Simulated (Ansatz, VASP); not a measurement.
Mo4Rh3 in VASP and in Ansatz

INCAR

```
  ALGO = Fast
  EDIFF = 1E-7
  EDIFFG = -0.01
  ENCUT = 600
  GGA = PE
  IBRION = 2
  ISIF = 3
  ISMEAR = 0
  LASPH = True
  LCHARG = False
  LREAL = False
  LWAVE = False
  NELM = 80
  NSW = 100
  PREC = Accurate
  SIGMA = 0.1
```

File KPOINTS:

```
k-points
0
Gamma
  8 8 8
```

The input POSCAR:

```
Mo4Rh3
1.0
    5.0320962573      0.0000000000      0.0000000000
    0.0000000000      5.0320962573      0.0000000000
    0.0000000000      0.0000000000      5.0320962573
Mo Rh
4 3
Direct
    0.5000000000      0.0000000000      0.0000000000
    0.0000000000      0.5000000000      0.0000000000
    0.0000000000      0.0000000000      0.5000000000
    0.5000000000      0.5000000000      0.5000000000
    0.0000000000      0.5000000000      0.5000000000
    0.5000000000      0.0000000000      0.5000000000
    0.5000000000      0.5000000000      0.0000000000
```

Input for Ansatz:

```yaml
crystal:
  lattice:
    - [5.0320962573, 0.0, 0.0]
    - [0.0, 5.0320962573, 0.0]
    - [0.0, 0.0, 5.0320962573]
  atoms:
    - { symbol: Mo, position: [0.5, 0.0, 0.0] }
    - { symbol: Mo, position: [0.0, 0.5, 0.0] }
    - { symbol: Mo, position: [0.0, 0.0, 0.5] }
    - { symbol: Mo, position: [0.5, 0.5, 0.5] }
    - { symbol: Rh, position: [0.0, 0.5, 0.5] }
    - { symbol: Rh, position: [0.5, 0.0, 0.5] }
    - { symbol: Rh, position: [0.5, 0.5, 0.0] }
basis:
  ecutwfc: 420
kpoints:
  mp_grid: { grid: [8, 8, 8] }
hamiltonian:
  xc: pbe
scf:
  occupations: { method: gaussian, width: 0.1 }
output:
  forces: true
  stress: true
  eigenvalues: true
  write_density: true
  write_potential: true
  elf: true
  volumetric_format: npy
relax:
  adjacent_minimum: "off"
  f_tol: 0.01
  max_steps: 80
  cell: { stress_tol: 0.05 }
```

Alike in both runs: task relaxation of cell and atoms; functional PBE; k mesh 8 × 8 × 8; occupations gaussian, width 0.1 eV; no spin polarisation.

|  | VASP | Ansatz |
| --- | --- | --- |
| version | VASP 6.6.1 | Ansatz 0.2.0 |
| potentials or method | VASP PAW PBE potentials, release 64 (Mo_sv, Rh_pv), cutoff 600 eV | scalar-relativistic, plane waves, PAW |
| valence electrons in the cell | 101 | 107 |

```tsv
	VASP	Ansatz	Ansatz less VASP
gap on the k mesh at the Fermi level, each at its own relaxed structure (eV)	none	none	-
relaxed volume (Å³/atom)	18.22	18.20	-0.017
relaxed length of the cell vector where the two differ most in proportion (Å)	5.034	5.032	-0.0016
```

A gap of «none» marks a metal or a gap that the smearing closes. VASP's potentials hold 101 valence electrons a cell and Ansatz's 107, so a difference there can come from the potentials and not from the codes.
